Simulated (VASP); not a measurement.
# Zr8B15 (a cell with a defect) in VASP: notebook

Runs on Zr8B15 (a cell with a defect). Level: LDA. Tasks: single point.

All numbers are computed with VASP 6.6.1; they aren't measurements. Logs are shortened: lines on timing, memory, paths and dates and some standing lists are left out, and cuts for length are marked.

### 1 The cell of the first run

The cell holds a defect, 23 atoms: a = 6.256 Å, b = 6.256 Å, c = 6.958 Å, α = 90.00°, β = 90.00°, γ = 120.00°.

### 2 Single point, LDA

INCAR

```
SYSTEM = Zr8B15
PREC = Accurate
ENCUT = 520
EDIFF = 1E-6
ISMEAR = -1
SIGMA = 0.1
LREAL = Auto
LASPH = .TRUE.
NELM = 80
ALGO = Normal
ISIF = 2
LWAVE = .FALSE.
LCHARG = .FALSE.
NBANDS = 88
```

KPOINTS

```
Automatic mesh
0
G
  3 3 2
  0 0 0
```

POSCAR

```
Zr8B15
1.0
    6.2562506200      0.0000000100      0.0000000000
   -3.1281253200      5.4180711800      0.0000000000
    0.0000000000      0.0000000000      6.9579785800
Zr B
8 15
Direct
   -0.0004838965     -0.0046156647     -0.0037788274
   -0.0004832752     -0.0046147419      0.5008575350
   -0.0004845729      0.5043833699     -0.0037788274
   -0.0004826301      0.5043837390      0.5008572475
    0.5031196576      0.0016862080      0.0004328843
    0.5031188765      0.0016852852      0.4966459670
    0.4969339676      0.4985923782      0.0012296675
    0.4969323263      0.4985929319      0.4958486090
   -0.0605688258      0.2198413349      0.2485389945
    0.3412324563      0.1572998893      0.2485389945
    0.1655787086      0.3329153380      0.7485402463
    0.3337124631      0.1665533668      0.7485388091
    0.1669641538      0.8336080956      0.2485391382
    0.3412329700      0.6841851783      0.2485394257
    0.1691377303      0.8346948292      0.7485392403
    0.3337122535      0.6674107586      0.7485401026
    0.6671309095      0.3402926857      0.2485397131
    0.6638468198      0.3322798711      0.7485386654
    0.8315830271      0.1659175308      0.7485390965
    0.6671317376      0.8270910153      0.2485385633
    0.8319266814      0.6660896234      0.2485400005
    0.6638469525      0.8318192662      0.7485388091
    0.8289272609      0.6645896431      0.7485389528
```

Potentials or basis: VASP PAW LDA potentials, release 64 (Zr_sv, B).

Run with:

```bash
cat potpaw_LDA.64/Zr_sv/POTCAR potpaw_LDA.64/B/POTCAR > POTCAR
mpirun -np 1 vasp_std > vasp.out
```

OUTCAR:

```text
SYSTEM = Zr8B15
   PREC = Accurate
   ENCUT = 520
   EDIFF = 1E-6
   ISMEAR = -1
   LREAL = Auto
   LASPH = .TRUE.
   NELM = 80
   ISIF = 2

 ion  position               nearest neighbor table
   1  1.000  0.995  0.996-   9 2.39  15 2.48  23 2.49  12 2.50  13 2.50  21 2.50  22 2.51  11 2.51
                            20 2.52  19 2.52  10 2.55   3 3.07   5 3.13   7 3.13   7 3.13   5 3.13
   2  1.000  0.995  0.501-   9 2.39  15 2.48  23 2.49  12 2.50  13 2.50  21 2.50  22 2.51  11 2.51
                            20 2.52  19 2.52  10 2.55   4 3.07   6 3.13   8 3.13   8 3.13   6 3.13
   3  1.000  0.504  0.996-   9 2.39  15 2.48  23 2.49  16 2.50  13 2.50  21 2.50  18 2.51  11 2.51
                            17 2.52  19 2.52  14 2.55   1 3.07   5 3.13   7 3.13   7 3.13   5 3.13
   4  1.000  0.504  0.501-   9 2.39  15 2.48  23 2.49  16 2.50  13 2.50  21 2.50  18 2.51  11 2.51
                            17 2.52  19 2.52  14 2.55   2 3.07   6 3.13   8 3.13   8 3.13   6 3.13
   5  0.503  0.002  0.000-  10 2.44  14 2.44  19 2.50  18 2.51  22 2.51  13 2.51  15 2.52  20 2.52
                            17 2.52  16 2.52  12 2.52   9 2.93   3 3.13   1 3.13   7 3.13   7 3.13
   6  0.503  0.002  0.497-  14 2.44  10 2.44  19 2.50  22 2.51  18 2.51  13 2.51  15 2.52  17 2.52
                            20 2.52  12 2.52  16 2.52   9 2.93   2 3.13   4 3.13   8 3.13   8 3.13
   7  0.497  0.499  0.001-  17 2.48  20 2.48  21 2.50  11 2.51  23 2.52  16 2.52  12 2.52  18 2.52
                            22 2.52  10 2.53  14 2.53   3 3.13   1 3.13   5 3.13   5 3.13   1 3.13
   8  0.497  0.499  0.496-  17 2.48  20 2.48  21 2.50  11 2.51  23 2.52  16 2.52  12 2.52  22 2.52
                            18 2.52  14 2.53  10 2.53   2 3.13   4 3.13   6 3.13   6 3.13   4 3.13
   9  0.939  0.220  0.249-   1 2.39   3 2.39   2 2.39   4 2.39   5 2.93   6 2.93
  10  0.341  0.157  0.249-  13 1.76  17 1.77   5 2.44   6 2.44   7 2.53   8 2.53   1 2.55   2 2.55

  11  0.166  0.333  0.749-  19 1.81  16 1.81  12 1.81   7 2.51   8 2.51   1 2.51   3 2.51   2 2.51
                             4 2.51
  12  0.334  0.167  0.749-  18 1.79  15 1.80  11 1.81   2 2.50   1 2.50   8 2.52   7 2.52   6 2.52
                             5 2.52
  13  0.167  0.834  0.249-  10 1.76  14 1.76  21 1.82   1 2.50   4 2.50   3 2.50   2 2.50   6 2.51
                             5 2.51
  14  0.341  0.684  0.249-  13 1.76  20 1.77   6 2.44   5 2.44   8 2.53   7 2.53   4 2.55   3 2.55
[... 13 lines left out ...]
  21  0.832  0.666  0.249-  20 1.77  17 1.77  13 1.82   8 2.50   7 2.50   2 2.50   4 2.50   1 2.50
                             3 2.50
  22  0.664  0.832  0.749-  16 1.79  23 1.80  19 1.81   2 2.51   1 2.51   6 2.51   5 2.51   8 2.52
                             7 2.52
  23  0.829  0.665  0.749-  18 1.80  22 1.80  15 1.84   3 2.49   2 2.49   1 2.49   4 2.49   7 2.52
                             8 2.52

  LATTYP: Found a hexagonal cell.
 ALAT       =     6.2562506200
 C/A-ratio  =     1.1121642982

  Lattice vectors:

 A1 = (   6.2562506200,   0.0000000100,   0.0000000000)
 A2 = (  -3.1281253200,   5.4180711800,   0.0000000000)
 A3 = (   0.0000000000,   0.0000000000,   6.9579785800)

Analysis of symmetry for initial positions (statically):
=====================================================================
 Subroutine PRICEL returns:
 Original cell was already a primitive cell.

 Routine SETGRP: Setting up the symmetry group for a
 hexagonal supercell.

 Subroutine GETGRP returns: Found  4 space group operations
 (whereof  1 operations were pure point group operations)
 out of a pool of 24 trial point group operations.

The static configuration has the point symmetry C_1 .
 The point group associated with its full space group is C_2v.

Analysis of symmetry for dynamics (positions and initial velocities):
=====================================================================
 Subroutine PRICEL returns:
 Original cell was already a primitive cell.

 Routine SETGRP: Setting up the symmetry group for a
 hexagonal supercell.

 Subroutine GETGRP returns: Found  4 space group operations
 (whereof  1 operations were pure point group operations)
 out of a pool of 24 trial point group operations.

The dynamic configuration has the point symmetry C_1 .
 The point group associated with its full space group is C_2v.

 Subroutine INISYM returns: Found  4 space group operations
 (whereof  1 operations are pure point group operations),
 and found     1 'primitive' translations

----------------------------------------------------------------------------------------

                                     Primitive cell

  volume of cell :     235.8533

  direct lattice vectors                    reciprocal lattice vectors
     6.256250620  0.000000010  0.000000000     0.159840144  0.092283764  0.000000000
    -3.128125320  5.418071180  0.000000000    -0.000000000  0.184567527  0.000000000
     0.000000000  0.000000000  6.957978580     0.000000000  0.000000000  0.143719902
[... 69 lines left out ...]

  Length of vectors
     0.061522502  0.061522509  0.071859951

  Shift w.r.t. Gamma in fractional coordinates (k-lattice)
     0.000000000  0.000000000  0.000000000

 Subroutine IBZKPT returns following result:
 ===========================================

 Found      8 irreducible k-points:

 Following reciprocal coordinates:
            Coordinates               Weight
  0.000000  0.000000  0.000000      1.000000
  0.333333 -0.000000  0.000000      2.000000
  0.000000  0.333333  0.000000      4.000000
  0.333333  0.333333  0.000000      2.000000
  0.000000  0.000000  0.500000      1.000000
  0.333333 -0.000000  0.500000      2.000000
  0.000000  0.333333  0.500000      4.000000
  0.333333  0.333333  0.500000      2.000000
   k-points           NKPTS =      8   k-points in BZ     NKDIM =      8   number of bands    NBANDS=     88
   number of dos      NEDOS =    301   number of ions     NIONS =     23
   total plane-waves  NPLWV = 124416
   dimension x,y,z NGX =    48 NGY =   48 NGZ =   54
   dimension x,y,z NGXF=    96 NGYF=   96 NGZF=  108
   ions per type =               8  15
   NGX,Y,Z   is equivalent  to a cutoff of  12.75, 12.75, 12.90 a.u.
   NGXF,Y,Z  is equivalent  to a cutoff of  25.51, 25.51, 25.80 a.u.
 SYSTEM =  Zr8B15
   PREC   = accura    normal or accurate (medium, high low for compatibility)
   ISTART =      0    job   : 0-new  1-cont  2-samecut
   ICHARG =      2    charge: 1-file 2-atom 10-const
   ISPIN  =      1    spin polarized calculation?
   LNONCOLLINEAR =      F non collinear calculations
   LSORBIT =      F    spin-orbit coupling
   LASPH  =      T    aspherical Exc in radial PAW
   ENCUT  =  520.0 eV  38.22 Ry    6.18 a.u.  11.63 11.63 12.94*2*pi/ulx,y,z
   NELM   =     80;   NELMIN=  2; NELMDL= -5     # of ELM steps
   EDIFF  = 0.1E-05   stopping-criterion for ELM
   LREAL  =      T    real-space projection
   EDIFFG = 0.1E-04   stopping-criterion for IOM
   NSW    =      0    number of steps for IOM
   IBRION =     -1    ionic relax: 0-MD 1-quasi-New 2-CG
   NFREE  =      0    steps in history (QN), initial steepest desc. (CG)
   ISIF   =      2    stress and relaxation
   ISYM   =      2    0-nonsym 1-usesym 2-fastsym
   POTIM  = 0.5000    time-step for ionic-motion
   TEBEG  =    0.0;   TEEND  =   0.0 temperature during run
   PSTRESS=    0.0 pullay stress
   NELECT =     141.0000    total number of electrons
   NUPDOWN=      -1.0000    fix difference up-down
   EMIN   =  10.00;   EMAX   =-10.00  energy-range for DOS
   EFERMI =   0.00;   METHOD = LEGACY
   ISMEAR =    -1;   SIGMA  =   0.10  broadening in eV -4-tet -1-fermi 0-gaus
   EFERMI_NEDOS =   21; number of points for ismear=-14 and -15
   IALGO  =     38    algorithm
   IMIX   =      4    mixing-type and parameters
     AMIX     =   0.40;   BMIX     =  1.00
     AMIX_MAG =   1.60;   BMIX_MAG =  1.00
  volume/ion in A,a.u.               =      10.25        69.20
  Fermi-wavevector in a.u.,A,eV,Ry     =   1.379115  2.606150 25.877721  1.901959
  Thomas-Fermi vector in A             =   2.504114
   LORBIT       =      0    0 simple, 1 ext, 2 COOP (PROOUT), +10 PAW based schemes
   GGA     = CA    functional components
   LHFCALC =     F    Hartree Fock is set to
   AEXX    =    0.0000 exact exchange contribution
   IVDW    =     0    specifies the selected vdW correction
   LEPSILON=     F    determine dielectric tensor
   LRPA    =     F    only Hartree local field effects (RPA)
 non-spin polarized calculation
  energy-cutoff  :      520.00
  volume of cell :      235.85
 maximum number of plane-waves:      6391
 NGX is ok and might be reduce to    48
   NGX = 23   NGY = 23   NGZ = 25

 number of electron     141.0000000 magnetization

 Free energy of the ion-electron system (eV)
  ---------------------------------------------------
  ext. energy  EPLUGINS =         0.00000000
  ---------------------------------------------------
  free energy    TOTEN  =      -206.94871912 eV

  energy without entropy =     -206.76042410  energy(sigma->0) =     -206.85457161

 E-fermi :  10.1948     XC(G=0): -12.6475

 val. band max:       10.1124361555   @ k =   0.3333  -0.0000   0.5000
 cond. band min:      10.2640196376   @ k =   0.0000   0.0000   0.5000
 fundamental gap:      0.1515834821
 Fermi energy:        10.1948373736

 k-point     1 :       0.0000    0.0000    0.0000
  band No.  band energies     occupation
      1     -37.5892      2.00000
      2     -37.5651      2.00000
      3     -37.4882      2.00000
      4     -37.4658      2.00000
      5     -37.3952      2.00000
      6     -37.3722      2.00000
[... 669 lines left out ...]
     81      14.3833      0.00000
     82      14.3943      0.00000
 [bands above 82 left out]

------------------------ aborting loop because EDIFF is reached ----------------------------------------

  FORCE on cell =-STRESS in cart. coord.  units (eV):
  Direction    XX          YY          ZZ          XY          YZ          ZX
  --------------------------------------------------------------------------------------
  -------------------------------------------------------------------------------------
  Total        1.1602976      9.6001266      3.3386740     -7.3091077      0.0000000      0.0000000
  in kB        7.8820294     65.2147163     22.6799797    -49.6515729      0.0000000      0.0000000
  external PRESSURE =      31.9255751 kB  Pullay stress =       0.0000000 kB

 VOLUME and BASIS-vectors are now :
 -----------------------------------------------------------------------------
  energy-cutoff  :      520.00
  volume of cell :      235.85
      direct lattice vectors                 reciprocal lattice vectors
     6.256250620  0.000000010  0.000000000     0.159840144  0.092283764  0.000000000
    -3.128125320  5.418071180  0.000000000    -0.000000000  0.184567527  0.000000000
     0.000000000  0.000000000  6.957978580     0.000000000  0.000000000  0.143719902

 POSITION                                       TOTAL-FORCE (eV/Angst)
 -----------------------------------------------------------------------------------
      3.13954      5.39306      6.93169         0.056242      0.053808      0.001849
      3.13954      5.39307      3.48496         0.056242      0.053808     -0.001849
      4.67544      2.73279      6.93169         0.074720      0.021803      0.001849
      4.67546      2.73279      3.48495         0.074720      0.021803     -0.001849
      3.14237      0.00914      0.00301         0.047230      0.027268     -0.027608
      3.14237      0.00913      3.45565         0.047230      0.027268      0.027608
[... 15 lines left out ...]
      1.55116      4.50686      5.20832         0.033546      0.014167      0.000000
      3.10706      3.60079      5.20832         0.005199      0.003002      0.000000
 -----------------------------------------------------------------------------------
    total drift:                                0.027227     -0.016815      0.004519

  FREE ENERGIE OF THE ION-ELECTRON SYSTEM (eV)
  ---------------------------------------------------
  free  energy   TOTEN  =      -206.9487191191 eV

  energy  without entropy=     -206.7604241031  energy(sigma->0) =     -206.85457161
```

Wall time 10 min (1 thread of Intel Xeon 8259CL, shared host); peak memory 0.34 GiB.

What came out:

```
Free energy            : -206.9487 eV
Pressure               : 3.2 GPa
Largest force          : 1.994 eV/Å
Band gap on the k mesh : zero (an odd number of electrons rules out a gap without spin polarisation)
```

Forces in eV/Å, atoms in the order of the input:
```
Zr   0.056  0.054  0.002
Zr   0.056  0.054 -0.002
Zr   0.075  0.022  0.002
Zr   0.075  0.022 -0.002
Zr   0.047  0.027 -0.028
Zr   0.047  0.027  0.028
Zr   0.082  0.047  0.014
Zr   0.082  0.047 -0.014
B   -1.727 -0.997  0.000
B    0.257 -0.007  0.000
B    0.012  0.007  0.000
B    0.046  0.006  0.000
B    0.094  0.054  0.000
B    0.123  0.226  0.000
B    0.084  0.048  0.000
B    0.028  0.037  0.000
B    0.297  0.003  0.000
B    0.029  0.022  0.000
B    0.042  0.024  0.000
B    0.151  0.256  0.000
B    0.005  0.003  0.000
B    0.034  0.014  0.000
B    0.005  0.003  0.000
```

Caveat: the k points lie up to 0.45 Å⁻¹ apart, too coarse for converged energies and pressures of a metal.

### 3 Single point, LDA

INCAR

```
SYSTEM = Zr8B15
ALGO = Normal
EDIFF = 1E-6
ENCUT = 520
ISIF = 2
ISMEAR = -1
LASPH = .True.
LCHARG = .False.
LREAL = Auto
LWAVE = .False.
NBANDS = 88
NELM = 80
PREC = Accurate
SIGMA = 0.1
```

KPOINTS

```
k-points
0
Gamma
  3 3 2
  0 0 0
```

POSCAR

```
Zr8B15
1.0
    6.2562506200      0.0000000100      0.0000000000
   -3.1281253200      5.4180711800      0.0000000000
    0.0000000000      0.0000000000      6.9579785800
Zr B
8 15
Direct
   -0.0005176952     -0.0033163093     -0.0021813807
   -0.0005170740     -0.0033153865      0.4991514360
   -0.0005184788      0.5030838299     -0.0021815244
   -0.0005162839      0.5030843836      0.4991511486
    0.5028519865      0.0015690076      0.0006740463
    0.5028514575      0.0015682694      0.4962958653
    0.4979158198      0.4990999389      0.0018131703
    0.4979141785      0.4991004926      0.4951564539
   -0.1210689396      0.1896082512      0.2484843809
    0.3430394530      0.1583737031      0.2484845247
    0.1648459212      0.3325657671      0.7484859202
    0.3326044509      0.1661703892      0.7484844830
    0.1672278528      0.8337566725      0.2484848121
    0.3430396009      0.6849516873      0.2484853870
    0.1674044719      0.8338448958      0.7484847704
    0.3326041886      0.6667191841      0.7484857765
    0.6701343200      0.3360611060      0.2484853870
    0.6635856202      0.3319908384      0.7484843393
    0.8309699698      0.1656277597      0.7484846267
    0.6701345465      0.8343587308      0.2484842372
    0.8323017542      0.6662937551      0.2484856744
    0.6635857226      0.8318805427      0.7484844830
    0.8295251983      0.6649054381      0.7484846267
```

Potentials or basis: VASP PAW LDA potentials, release 64 (Zr_sv, B).

Run with:

```bash
cat potpaw_LDA.64/Zr_sv/POTCAR potpaw_LDA.64/B/POTCAR > POTCAR
mpirun -np 1 vasp_std > vasp.out
```

Wall time 10 min (1 thread of Intel Xeon 8259CL, shared host); peak memory 0.34 GiB.

It converged, with:

```
Free energy            : -207.7673 eV
Pressure               : 2.7 GPa
Largest force          : 2.393 eV/Å
Band gap on the k mesh : zero (an odd number of electrons rules out a gap without spin polarisation)
```

Forces on the atoms (eV/Å):
```
Zr   0.058  0.104  0.080
Zr   0.058  0.104 -0.080
Zr   0.119 -0.002  0.080
Zr   0.119 -0.002 -0.080
Zr   0.062  0.036  0.002
Zr   0.062  0.036 -0.002
Zr   0.108  0.062  0.026
Zr   0.108  0.062 -0.026
B   -2.072 -1.196  0.000
B    0.160  0.064  0.000
B    0.043  0.025  0.000
B    0.047  0.023  0.000
B    0.116  0.067  0.000
B    0.136  0.107  0.000
B    0.054  0.031  0.000
B    0.044  0.030  0.000
B    0.357 -0.092  0.000
B    0.064  0.035  0.000
B    0.066  0.038  0.000
B    0.099  0.355  0.000
B    0.061  0.035  0.000
B    0.062  0.038  0.000
B    0.070  0.040  0.000
```

Stress tensor (GPa, compression positive):
```
 2.73 -2.27  0.00
-2.27  5.35  0.00
 0.00  0.00  0.04
```

Levels at points of the mesh, in eV from the Fermi level:
```
           k point  band 68  band 69  band 70  band 71  band 72  band 73
(0.00, 0.00, 0.00)    -1.27    -0.14     0.51     0.78     1.28     1.30
(0.00, 0.00, 0.50)    -0.72    -0.03     0.00     0.56     0.92     1.81
```

Caveat: the k points lie up to 0.45 Å⁻¹ apart, too coarse for converged energies and pressures of a metal.
